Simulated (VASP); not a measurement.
Input of a VASP 6.6.1 run:

The input POSCAR:

```
TlSe2Br
1.0
    4.1307480000      0.0000000000      0.0000000000
   -2.0653740000      3.5773330000      0.0000000000
   -2.0653740000      1.1924440000      7.6796430000
Se Tl Br
2 1 1
Direct
    0.2331400000      0.7668600000      0.6994200000
    0.7668600000      0.2331400000      0.3005800000
    0.5000000000      0.5000000000      0.5000000000
    0.0000000000      0.0000000000      0.0000000000
```

The input INCAR.step1:

```
SYSTEM = TlSe2Br
PREC     = Accurate       ! precision mode
ENCUT    = 520            ! plane-wave cutoff, eV
ISMEAR   = 0              ! smearing method
SIGMA    = 0.0236         ! smearing width, eV
LREAL    = .FALSE.        ! projectors in reciprocal space
LASPH    = .TRUE.         ! aspherical terms in the spheres
NELM     = 60             ! most SCF steps
NBANDS   = 24             ! bands
ISYM     = 0            
GGA      = PE             ! functional
ALGO     = Normal         ! electronic algorithm
EDIFF    = 1E-4           ! SCF threshold, eV
LWAVE    = .TRUE.         ! write WAVECAR
LCHARG   = .FALSE.        ! write CHGCAR
```

Contents of INCAR.step2:

```
SYSTEM = TlSe2Br
PREC     = Accurate       ! precision mode
ENCUT    = 520            ! plane-wave cutoff, eV
EDIFF    = 1E-7           ! SCF threshold, eV
ISMEAR   = 0              ! smearing method
SIGMA    = 0.0236         ! smearing width, eV
LREAL    = .FALSE.        ! projectors in reciprocal space
LASPH    = .TRUE.         ! aspherical terms in the spheres
NELM     = 60             ! most SCF steps
ALGO     = Normal         ! electronic algorithm
ISIF     = 2              ! what is computed and relaxed
LWAVE    = .FALSE.        ! write WAVECAR
LCHARG   = .FALSE.        ! write CHGCAR
METAGGA  = R2SCAN         ! meta-GGA
LMIXTAU  = .TRUE.       
NBANDS   = 24             ! bands
ISYM     = 0            
ISTART   = 1
```

The input KPOINTS:

```
regular mesh
0
G
  5 5 5
  0 0 0
```

Potentials or basis: VASP PAW PBE potentials, release 64 (Se, Tl_d, Br).

Launch:

```sh
$ cat potpaw_PBE.64/Se/POTCAR potpaw_PBE.64/Tl_d/POTCAR potpaw_PBE.64/Br/POTCAR > POTCAR
$ cp INCAR.step1 INCAR
$ mpirun -np 1 vasp_std > vasp.out
$ cp INCAR.step2 INCAR
$ mpirun -np 1 vasp_std > vasp.out
```

(1) Predict the largest force.

(2) What does it give for the pressure?

(3) What does it give for the band gap on the k mesh?

## Answers

(1) 0.341 eV/Å.

(2) -1.8 GPa.

(3) zero (bands 16 and 17 overlap by 0.66 eV).

Caveat: the PAW data sets were made with another functional, which shifts forces and pressure a little; spin-orbit coupling is left out, which moves the levels of the heavy elements.
